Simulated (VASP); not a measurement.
# Be (Fm-3m) in VASP: density of states with PBE

Aim: the density of states of Be with PBE.

Everything below comes from runs of VASP 6.6.1. Logs are shortened: lines on timing, memory, paths and dates and some standing lists are left out, and cuts for length are marked.

**1. The cell of the first run**

It takes space group Fm-3m (No. 225, cubic). Conventional cell: a = 3.158 Å, b = 3.158 Å, c = 3.158 Å, α = 90.00°, β = 90.00°, γ = 90.00°. Within 3.0 Å of Be (site symmetry m-3m) lie 12 Be at 2.23 Å.

**2. Density of states, PBE**

Input file POSCAR:

```
Be
1.0
    0.0000000000      1.5790321771      1.5790321771
    1.5790321771      0.0000000000      1.5790321771
    1.5790321771      1.5790321771      0.0000000000
Be
1
Direct
    0.0000000000      0.0000000000      0.0000000000
```

Input file INCAR.step1:

```
  PREC = Accurate
  ENCUT = 520
  EDIFF = 1E-6
  ISMEAR = 0
  SIGMA = 0.05
  LREAL = F
  LASPH = T
  NELM = 100
  ALGO = Normal
  ISIF = 2
  LWAVE = F
  LCHARG = T
  GGA = PE
  NBANDS = 7
```

Input file KPOINTS.step1:

```
regular mesh
0
Gamma
  22 22 22
```

Input file INCAR.step2:

```
  PREC = Accurate
  ENCUT = 520
  EDIFF = 1E-6
  ISMEAR = -5
  SIGMA = 0.05
  LREAL = F
  LASPH = T
  NELM = 100
  ALGO = Normal
  ISIF = 2
  LWAVE = F
  LCHARG = F
  GGA = PE
  LORBIT = 11
  NBANDS = 7
  NEDOS = 1001
  ICHARG = 11
```

Input file KPOINTS.step2:

```
regular mesh
0
Gamma
  33 33 33
```

Potentials or basis: VASP PAW PBE potentials, release 64 (Be).

The run is started by

```console
> cat potpaw_PBE.64/Be/POTCAR > POTCAR
> cp INCAR.step1 INCAR
> cp KPOINTS.step1 KPOINTS
> mpirun -np 1 vasp_std > vasp.out
> cp INCAR.step2 INCAR
> cp KPOINTS.step2 KPOINTS
> mpirun -np 1 vasp_std > vasp.out
```

OUTCAR:

```text
PREC = Accurate
   ENCUT = 520
   EDIFF = 1E-6
   ISMEAR = -5
   LREAL = F
   LASPH = T
   NELM = 100
   ISIF = 2
   GGA = PE
   LORBIT = 11
   ICHARG = 11

 ion  position               nearest neighbor table
   1  0.000  0.000  0.000-

  LATTYP: Found a face centered cubic cell.
 ALAT       =     3.1580643542

  Lattice vectors:

 A1 = (   0.0000000000,   1.5790321771,   1.5790321771)
 A2 = (   1.5790321771,   0.0000000000,   1.5790321771)
 A3 = (   1.5790321771,   1.5790321771,   0.0000000000)

Analysis of symmetry for initial positions (statically):
=====================================================================
 Subroutine PRICEL returns:
 Original cell was already a primitive cell.

 Routine SETGRP: Setting up the symmetry group for a
 face centered cubic supercell.

 Subroutine GETGRP returns: Found 48 space group operations
 (whereof 48 operations were pure point group operations)
 out of a pool of 48 trial point group operations.

The static configuration has the point symmetry O_h .

Analysis of symmetry for dynamics (positions and initial velocities):
=====================================================================
 Subroutine PRICEL returns:
 Original cell was already a primitive cell.

 Routine SETGRP: Setting up the symmetry group for a
 face centered cubic supercell.

 Subroutine GETGRP returns: Found 48 space group operations
 (whereof 48 operations were pure point group operations)
 out of a pool of 48 trial point group operations.

The dynamic configuration has the point symmetry O_h .

 Subroutine INISYM returns: Found 48 space group operations
 (whereof 48 operations are pure point group operations),
 and found     1 'primitive' translations

----------------------------------------------------------------------------------------

                                     Primitive cell

  volume of cell :       7.8741

  direct lattice vectors                    reciprocal lattice vectors
     0.000000000  1.579032177  1.579032177    -0.316649659  0.316649659  0.316649659
     1.579032177  0.000000000  1.579032177     0.316649659 -0.316649659  0.316649659
     1.579032177  1.579032177  0.000000000     0.316649659  0.316649659 -0.316649659

  length of vectors
     2.233088720  2.233088720  2.233088720     0.548453297  0.548453297  0.548453297

  position of ions in fractional coordinates (direct lattice)
     0.000000000  0.000000000  0.000000000

  ion indices of the primitive-cell ions
   primitive index   ion index
                 1           1

----------------------------------------------------------------------------------------

 KPOINTS: regular mesh

Automatic generation of k-mesh.
 Grid dimensions read from file:
 generate k-points for:   33   33   33

 Generating k-lattice:

  Cartesian coordinates                     Fractional coordinates (reciprocal lattice)
    -0.009595444  0.009595444  0.009595444     0.030303030  0.000000000  0.000000000
     0.009595444 -0.009595444  0.009595444     0.000000000  0.030303030  0.000000000
     0.009595444  0.009595444 -0.009595444     0.000000000  0.000000000  0.030303030

  Length of vectors
     0.016619797  0.016619797  0.016619797

  Shift w.r.t. Gamma in fractional coordinates (k-lattice)
     0.000000000  0.000000000  0.000000000

 TETIRR: Found   4777 inequivalent tetrahedra from   215622

 Subroutine IBZKPT returns following result:
 ===========================================

 Found    969 irreducible k-points:

 Following reciprocal coordinates:
            Coordinates               Weight
  0.000000  0.000000  0.000000      1.000000
  0.030303  0.000000  0.000000      8.000000
  0.060606  0.000000  0.000000      8.000000
  0.090909  0.000000  0.000000      8.000000
  0.121212  0.000000  0.000000      8.000000
  0.151515  0.000000  0.000000      8.000000
[... 16 lines left out ...]
  0.181818  0.030303  0.000000     24.000000
  0.212121  0.030303  0.000000     24.000000
 [... further k-points ...]
   k-points           NKPTS =    969   k-points in BZ     NKDIM =    969   number of bands    NBANDS=      7
   number of dos      NEDOS =   1001   number of ions     NIONS =      1
   total plane-waves  NPLWV =   5832
   dimension x,y,z NGX =    18 NGY =   18 NGZ =   18
   dimension x,y,z NGXF=    36 NGYF=   36 NGZF=   36
   ions per type =               1
   NGX,Y,Z   is equivalent  to a cutoff of  13.40, 13.40, 13.40 a.u.
   NGXF,Y,Z  is equivalent  to a cutoff of  26.80, 26.80, 26.80 a.u.
 SYSTEM =  unknown system
   PREC   = accura    normal or accurate (medium, high low for compatibility)
   ISTART =      0    job   : 0-new  1-cont  2-samecut
   ICHARG =     11    charge: 1-file 2-atom 10-const
   ISPIN  =      1    spin polarized calculation?
   LNONCOLLINEAR =      F non collinear calculations
   LSORBIT =      F    spin-orbit coupling
   LASPH  =      T    aspherical Exc in radial PAW
   ENCUT  =  520.0 eV  38.22 Ry    6.18 a.u.   4.15  4.15  4.15*2*pi/ulx,y,z
   NELM   =    100;   NELMIN=  2; NELMDL=  0     # of ELM steps
   EDIFF  = 0.1E-05   stopping-criterion for ELM
   LREAL  =      F    real-space projection
[... 7 lines left out ...]
   TEBEG  =    0.0;   TEEND  =   0.0 temperature during run
   PSTRESS=    0.0 pullay stress
   NELECT =       2.0000    total number of electrons
   NUPDOWN=      -1.0000    fix difference up-down
   EMIN   =  10.00;   EMAX   =-10.00  energy-range for DOS
   EFERMI =   0.00;   METHOD = LEGACY
   ISMEAR =    -5;   SIGMA  =   0.05  broadening in eV -4-tet -1-fermi 0-gaus
   EFERMI_NEDOS =   21; number of points for ismear=-14 and -15
   IALGO  =     38    algorithm
   IMIX   =      4    mixing-type and parameters
     AMIX     =   0.40;   BMIX     =  1.00
     AMIX_MAG =   1.60;   BMIX_MAG =  1.00
  volume/ion in A,a.u.               =       7.87        53.14
  Fermi-wavevector in a.u.,A,eV,Ry     =   1.036773  1.959218 14.624890  1.074899
  Thomas-Fermi vector in A             =   2.171180
   LORBIT       =     11    0 simple, 1 ext, 2 COOP (PROOUT), +10 PAW based schemes
   GGA     = PE    functional components
   LHFCALC =     F    Hartree Fock is set to
   AEXX    =    0.0000 exact exchange contribution
   IVDW    =     0    specifies the selected vdW correction
   LEPSILON=     F    determine dielectric tensor
   LRPA    =     F    only Hartree local field effects (RPA)
 non-spin polarized calculation
 Fermi weights with tetrahedron method with Bloechl corrections
  energy-cutoff  :      520.00
  volume of cell :        7.87
 maximum number of plane-waves:       222
 NGX is ok and might be reduce to    18

 number of electron       2.0000000 magnetization

 Free energy of the ion-electron system (eV)
  ---------------------------------------------------
  ext. energy  EPLUGINS =         0.00000000
  ---------------------------------------------------
  free energy    TOTEN  =        -3.68599200 eV

  energy without entropy =       -3.68599200  energy(sigma->0) =       -3.68599200

 E-fermi :   7.6471     XC(G=0): -10.6235

 val. band max:        7.6135200447   @ k =  -0.4848   0.0606   0.0000
 cond. band min:       7.5980046313   @ k =  -0.3636   0.3636   0.0303
 fundamental gap:     -0.0155154134
 Fermi energy:         7.6471492441

 k-point     1 :       0.0000    0.0000    0.0000
  band No.  band energies     occupation
      1      -4.3191      2.00000
      2      26.9959      0.00000
      3      26.9959      0.00000
      4      26.9959      0.00000
      5      36.6694      0.00000
      6      36.6694      0.00000
      7      36.6694      0.00000

 k-point     2 :       0.0303    0.0000    0.0000
  band No.  band energies     occupation
      1      -4.2886      2.00000
      2      26.7461      0.00000
      3      26.9419      0.00000
      4      26.9419      0.00000
      5      36.1266      0.00000
      6      36.7734      0.00000
      7      36.7734      0.00000

 k-point     3 :       0.0606    0.0000    0.0000
  band No.  band energies     occupation
      1      -4.1973      2.00000
      2      26.0217      0.00000
      3      26.7887      0.00000
      4      26.7887      0.00000
      5      35.4094      0.00000
      6      37.0692      0.00000
      7      37.0692      0.00000

 k-point     4 :       0.0909    0.0000    0.0000
  band No.  band energies     occupation
      1      -4.0450      2.00000
      2      24.9049      0.00000
      3      26.5586      0.00000
      4      26.5586      0.00000
      5      34.9822      0.00000
      6      37.5079      0.00000
      7      37.5079      0.00000

 k-point     5 :       0.1212    0.0000    0.0000
  band No.  band energies     occupation
      1      -3.8318      2.00000
      2      23.5181      0.00000
      3      26.2790      0.00000
      4      26.2790      0.00000
      5      34.8495      0.00000
      6      37.9993      0.00000
      7      37.9993      0.00000

 k-point     6 :       0.1515    0.0000    0.0000
  band No.  band energies     occupation
      1      -3.5578      2.00000
      2      21.9772      0.00000
      3      25.9758      0.00000
      4      25.9758      0.00000
      5      34.9430      0.00000
      6      38.3875      0.00000
      7      38.3875      0.00000

 k-point     7 :       0.1818    0.0000    0.0000
  band No.  band energies     occupation
      1      -3.2233      2.00000
      2      20.3661      0.00000
      3      25.6696      0.00000
      4      25.6696      0.00000
      5      35.1983      0.00000
      6      38.4610      0.00000
      7      38.4610      0.00000
[... 121 lines left out ...]
 k-point    20 :       0.0909    0.0303    0.0000
  band No.  band energies     occupation
      1      -4.0754      2.00000
      2      25.2823      0.00000
      3      26.1807      0.00000
      4      26.9071      0.00000
      5      34.5918      0.00000
      6      37.4972      0.00000
      7      37.8597      0.00000

 k-point    21 :       0.1212    0.0303    0.0000
  band No.  band energies     occupation
      1      -3.8824      2.00000
      2      23.9897      0.00000
      3      25.8331      0.00000
      4      26.7393      0.00000
      5      34.4356      0.00000
      6      37.8517      0.00000
      7      38.4194      0.00000

 k-point    22 :       0.1515    0.0303    0.0000
  band No.  band energies     occupation
      1      -3.6286      2.00000
      2      22.5001      0.00000
      3      25.4809      0.00000
      4      26.5094      0.00000
      5      34.5124      0.00000
      6      38.1511      0.00000
      7      38.9032      0.00000

 k-point    23 :       0.1818    0.0303    0.0000
  band No.  band energies     occupation
      1      -3.3141      2.00000
      2      20.9117      0.00000
      3      25.1420      0.00000
      4      26.2427      0.00000
      5      34.7454      0.00000
      6      38.1211      0.00000
      7      39.1257      0.00000

 k-point    24 :       0.2121    0.0303    0.0000
  band No.  band energies     occupation
      1      -2.9394      2.00000
      2      19.2896      0.00000
      3      24.8293      0.00000
      4      25.9601      0.00000
      5      35.0520      0.00000
      6      37.6923      0.00000
      7      38.9501      0.00000

 [... further k-points ...]
[... 5 lines left out ...]
  --------------------------------------------------------------------------------------
  -------------------------------------------------------------------------------------
  Total        0.0014927      0.0014927      0.0014927     -0.0000000     -0.0000000     -0.0000000
  in kB        0.3037306      0.3037306      0.3037306     -0.0000000     -0.0000000     -0.0000000
  external PRESSURE =       0.3037306 kB  Pullay stress =       0.0000000 kB

 VOLUME and BASIS-vectors are now :
 -----------------------------------------------------------------------------
  energy-cutoff  :      520.00
  volume of cell :        7.87
      direct lattice vectors                 reciprocal lattice vectors
     0.000000000  1.579032177  1.579032177    -0.316649659  0.316649659  0.316649659
     1.579032177  0.000000000  1.579032177     0.316649659 -0.316649659  0.316649659
     1.579032177  1.579032177  0.000000000     0.316649659  0.316649659 -0.316649659

 POSITION                                       TOTAL-FORCE (eV/Angst)
 -----------------------------------------------------------------------------------
      0.00000      0.00000      0.00000        -0.000000      0.000000      0.000000
 -----------------------------------------------------------------------------------
    total drift:                                0.000000      0.000000     -0.000000

  FREE ENERGIE OF THE ION-ELECTRON SYSTEM (eV)
  ---------------------------------------------------
  free  energy   TOTEN  =        -3.6859920037 eV

  energy  without entropy=       -3.6859920037  energy(sigma->0) =       -3.68599200

 total charge

# of ion       s       p       d       tot
------------------------------------------
    1        0.393   0.783   0.000   1.176
```

It took 19 s on 1 thread of Intel Xeon 6975P-C (Granite Rapids), shared host; peak memory 0.15 GiB.

What came out:

* Valence electrons inside the program's atomic spheres: Be 1.18

Caveat: tetrahedron occupations give inexact forces and stress in metals.
